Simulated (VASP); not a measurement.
# CaSe (Pm-3m) in VASP: notebook

CaSe is run at these levels: PBE, r2SCAN; tasks: single point.

All numbers are computed with VASP 6.6.1; they aren't measurements. Logs are shortened: lines on timing, memory, paths and dates and some standing lists are left out, and cuts for length are marked.

### Step 1. The cell of the first run

The structure is cubic, space group Pm-3m (No. 221). Conventional cell: a = 3.695 Å, b = 3.695 Å, c = 3.695 Å, α = 90.00°, β = 90.00°, γ = 90.00°. Within 4.2 Å of Ca (site symmetry m-3m) lie 8 Se at 3.20 Å and 6 Ca at 3.69 Å. Within 4.2 Å of Se (site symmetry m-3m) lie 8 Ca at 3.20 Å and 6 Se at 3.69 Å.

### Step 2. Single point, PBE (strain +1.7%)

The input, INCAR:

```
SYSTEM = CaSe
PREC = Accurate ; ENCUT = 520
EDIFF = 1E-6 ; ISMEAR = -1
SIGMA = 0.02 ; LREAL = .False.
LASPH = .True. ; NELM = 80
ALGO = Normal ; ISIF = 2
LWAVE = .False. ; LCHARG = .False.
GGA = PE ; NBANDS = 15
```

The input, KPOINTS:

```
regular mesh
0
Gamma
  8 8 8
  0 0 0
```

The input, POSCAR:

```
CaSe
1.0
    3.6947588700      0.0000000000      0.0000000000
    0.0000000000      3.6947588700      0.0000000000
    0.0000000000      0.0000000000      3.6947588700
Ca Se
1 1
Direct
    0.0000000000      0.0000000000      0.0000000000
    0.5000000000      0.5000000000      0.5000000000
```

Potentials or basis: VASP PAW PBE potentials, release 64 (Ca_sv, Se).

The run is started by

```
cat potpaw_PBE.64/Ca_sv/POTCAR potpaw_PBE.64/Se/POTCAR > POTCAR
mpirun -np 1 vasp_std > vasp.out
```

OUTCAR:

```text
SYSTEM = CaSe
   PREC = Accurate
   ENCUT = 520
   EDIFF = 1E-6
   ISMEAR = -1
   LREAL = .False.
   LASPH = .True.
   NELM = 80
   ISIF = 2
   GGA = PE

 ion  position               nearest neighbor table
   1  0.000  0.000  0.000-
   2  0.500  0.500  0.500-

  LATTYP: Found a simple cubic cell.
 ALAT       =     3.6947588700

  Lattice vectors:

 A1 = (   3.6947588700,   0.0000000000,   0.0000000000)
 A2 = (   0.0000000000,   3.6947588700,   0.0000000000)
 A3 = (   0.0000000000,   0.0000000000,   3.6947588700)

Analysis of symmetry for initial positions (statically):
=====================================================================
 Subroutine PRICEL returns:
 Original cell was already a primitive cell.

 Routine SETGRP: Setting up the symmetry group for a
 simple cubic supercell.

 Subroutine GETGRP returns: Found 48 space group operations
 (whereof 48 operations were pure point group operations)
 out of a pool of 48 trial point group operations.

The static configuration has the point symmetry O_h .

Analysis of symmetry for dynamics (positions and initial velocities):
=====================================================================
 Subroutine PRICEL returns:
 Original cell was already a primitive cell.

 Routine SETGRP: Setting up the symmetry group for a
 simple cubic supercell.

 Subroutine GETGRP returns: Found 48 space group operations
 (whereof 48 operations were pure point group operations)
 out of a pool of 48 trial point group operations.

The dynamic configuration has the point symmetry O_h .

 Subroutine INISYM returns: Found 48 space group operations
 (whereof 48 operations are pure point group operations),
 and found     1 'primitive' translations

----------------------------------------------------------------------------------------

                                     Primitive cell

  volume of cell :      50.4381

  direct lattice vectors                    reciprocal lattice vectors
     3.694758870  0.000000000  0.000000000     0.270653657  0.000000000  0.000000000
     0.000000000  3.694758870  0.000000000     0.000000000  0.270653657  0.000000000
     0.000000000  0.000000000  3.694758870     0.000000000  0.000000000  0.270653657

  length of vectors
     3.694758870  3.694758870  3.694758870     0.270653657  0.270653657  0.270653657

  position of ions in fractional coordinates (direct lattice)
     0.000000000  0.000000000  0.000000000
     0.500000000  0.500000000  0.500000000

[... 79 lines left out ...]
   NSW    =      0    number of steps for IOM
   IBRION =     -1    ionic relax: 0-MD 1-quasi-New 2-CG
   NFREE  =      0    steps in history (QN), initial steepest desc. (CG)
   ISIF   =      2    stress and relaxation
   ISYM   =      2    0-nonsym 1-usesym 2-fastsym
   POTIM  = 0.5000    time-step for ionic-motion
   TEBEG  =    0.0;   TEEND  =   0.0 temperature during run
   PSTRESS=    0.0 pullay stress
   NELECT =      16.0000    total number of electrons
   NUPDOWN=      -1.0000    fix difference up-down
   EMIN   =  10.00;   EMAX   =-10.00  energy-range for DOS
   EFERMI =   0.00;   METHOD = LEGACY
   ISMEAR =    -1;   SIGMA  =   0.02  broadening in eV -4-tet -1-fermi 0-gaus
   EFERMI_NEDOS =   21; number of points for ismear=-14 and -15
   IALGO  =     38    algorithm
   IMIX   =      4    mixing-type and parameters
     AMIX     =   0.40;   BMIX     =  1.00
     AMIX_MAG =   1.60;   BMIX_MAG =  1.00
  volume/ion in A,a.u.               =      25.22       170.19
  Fermi-wavevector in a.u.,A,eV,Ry     =   1.116509  2.109895 16.960905  1.246591
  Thomas-Fermi vector in A             =   2.253123
   LORBIT       =      0    0 simple, 1 ext, 2 COOP (PROOUT), +10 PAW based schemes
   GGA     = PE    functional components
   LHFCALC =     F    Hartree Fock is set to
   AEXX    =    0.0000 exact exchange contribution
   IVDW    =     0    specifies the selected vdW correction
   LEPSILON=     F    determine dielectric tensor
   LRPA    =     F    only Hartree local field effects (RPA)
 non-spin polarized calculation
  energy-cutoff  :      520.00
  volume of cell :       50.44
 maximum number of plane-waves:      1382
 NGX is ok and might be reduce to    28
   NGX = 13   NGY = 13   NGZ = 13

 number of electron      15.9999993 magnetization

 Free energy of the ion-electron system (eV)
  ---------------------------------------------------
  ext. energy  EPLUGINS =         0.00000000
  ---------------------------------------------------
  free energy    TOTEN  =        -8.79469728 eV

  energy without entropy =       -8.79469728  energy(sigma->0) =       -8.79469728

 E-fermi :   4.2767     XC(G=0):  -9.3743

 val. band max:        3.8405705754   @ k =   0.5000   0.5000   0.0000
 cond. band min:       4.6743489439   @ k =   0.5000   0.5000   0.0000
 fundamental gap:      0.8337783685
 Fermi energy:         4.2766644957

 k-point     1 :       0.0000    0.0000    0.0000
  band No.  band energies     occupation
      1     -37.5640      2.00000
      2     -18.5011      2.00000
      3     -18.5011      2.00000
      4     -18.5011      2.00000
      5      -8.9556      2.00000
      6       3.0201      2.00000
      7       3.0201      2.00000
      8       3.0201      2.00000
      9       5.0472      0.00000
     10       5.0472      0.00000
     11       5.6513      0.00000
     12       8.1337      0.00000
     13       8.1337      0.00000
     14       8.1337      0.00000
[... 401 lines left out ...]
      2     -18.6218      2.00000
      3     -18.5983      2.00000
      4     -18.4954      2.00000
      5      -7.9931      2.00000
      6       0.2491      2.00000
      7       0.7403      2.00000
      8       2.9048      2.00000
      9       5.2744      0.00000
     10       6.9991      0.00000
     11       7.0810      0.00000
     12       7.9075      0.00000
     13       8.8233      0.00000
     14       9.7752      0.00000
     15      11.6078      0.00000

 [... further k-points ...]
[... 5 lines left out ...]
  --------------------------------------------------------------------------------------
  -------------------------------------------------------------------------------------
  Total       -0.4996732     -0.4996732     -0.4996732     -0.0000000     -0.0000000      0.0000000
  in kB      -15.8722434    -15.8722434    -15.8722434     -0.0000000     -0.0000000      0.0000000
  external PRESSURE =     -15.8722434 kB  Pullay stress =       0.0000000 kB

 VOLUME and BASIS-vectors are now :
 -----------------------------------------------------------------------------
  energy-cutoff  :      520.00
  volume of cell :       50.44
      direct lattice vectors                 reciprocal lattice vectors
     3.694758870  0.000000000  0.000000000     0.270653657  0.000000000  0.000000000
     0.000000000  3.694758870  0.000000000     0.000000000  0.270653657  0.000000000
     0.000000000  0.000000000  3.694758870     0.000000000  0.000000000  0.270653657

 POSITION                                       TOTAL-FORCE (eV/Angst)
 -----------------------------------------------------------------------------------
      0.00000      0.00000      0.00000         0.000000      0.000000      0.000000
      1.84738      1.84738      1.84738         0.000000      0.000000      0.000000
 -----------------------------------------------------------------------------------
    total drift:                               -0.000000      0.000000      0.000000

  FREE ENERGIE OF THE ION-ELECTRON SYSTEM (eV)
  ---------------------------------------------------
  free  energy   TOTEN  =        -8.7946972824 eV

  energy  without entropy=       -8.7946972824  energy(sigma->0) =       -8.79469728
```

stdout:

```text
POSCAR found type information on POSCAR CaSe
 POSCAR found :  2 types and       2 ions
 scaLAPACK will be used
 LDA part: xc-table for (Slater+PW92), standard interpolation
 POSCAR, INCAR and KPOINTS ok, starting setup
 FFT: planning ... GRIDC
 FFT: planning ... GRID_SOFT
 FFT: planning ... GRID
 WAVECAR not read
 entering main loop
```

Wall time 10 s (1 thread of Intel Xeon 6975P-C (Granite Rapids), shared host); peak memory 0.17 GiB.

What came out:

```
Free energy            : -8.7947 eV
Pressure               : -1.6 GPa
Band gap on the k mesh : 0.83 eV
```

Caveat: the cell differs from its parent crystal (strain +1.7%). A k mesh can miss the band edges.

(Continued in part 2 of 2.)
